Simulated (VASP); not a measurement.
Set up this calculation in VASP 6.6.1, as the native input.

```yaml
Task: single point
Functional: PBEsol
Potentials_or_basis: VASP PAW PBE potentials, release 64 (Ta_pv)
Cutoff: 520 eV
k_mesh: 20 × 20 × 20
Occupations: gaussian, width 0.15 eV
Spin: no spin polarisation
Dipole_correction: no
Further_INCAR_settings: ALGO = Fast; EDIFF = 1e-06; NBANDS = 12
```

The structure of Ta lies in POSCAR:

```
Ta
1.0
   -1.6512800000      1.6512800000      1.5852288000
    1.6512800000     -1.6512800000      1.5852288000
    1.6512800000      1.6512800000     -1.5852288000
Ta
1
Direct
    0.0000000000      0.0000000000      0.0000000000
```

This cell differs from its parent crystal: strain +0.000 along x and y, -0.040 along z.

The input as run:

INCAR

```
SYSTEM = Ta
PREC = Accurate ; ENCUT = 520
EDIFF = 1E-6 ; ISMEAR = 0
SIGMA = 0.15 ; LREAL = .FALSE.
LASPH = .TRUE. ; NELM = 60
ALGO = Fast ; ISIF = 2
LWAVE = .FALSE. ; LCHARG = .TRUE.
GGA = PS ; LELF = .TRUE.
LVHAR = .TRUE. ; NBANDS = 12
```

KPOINTS

```
regular mesh
0
G
  20 20 20
  0 0 0
```

Potentials or basis: VASP PAW PBE potentials, release 64 (Ta_pv).

Launch:

```console
$ cat potpaw_PBE.64/Ta_pv/POTCAR > POTCAR
$ mpirun -np 1 vasp_std > vasp.out
```

Results of the run:

* Pressure: 5.2 GPa
* Band gap on the k mesh: zero (an odd number of electrons rules out a gap without spin polarisation)

Caveat: the cell differs from its parent crystal (strain +0.000 along x and y, -0.040 along z); the stress differs along the axes, from 3 to 9 GPa; the PAW data sets were made with another functional, which shifts forces and pressure a little; spin-orbit coupling is left out, which moves the levels of the heavy elements.

It took 2.3 min on 1 thread of AMD EPYC 7R13 (shared host), peak memory 0.25 GiB.
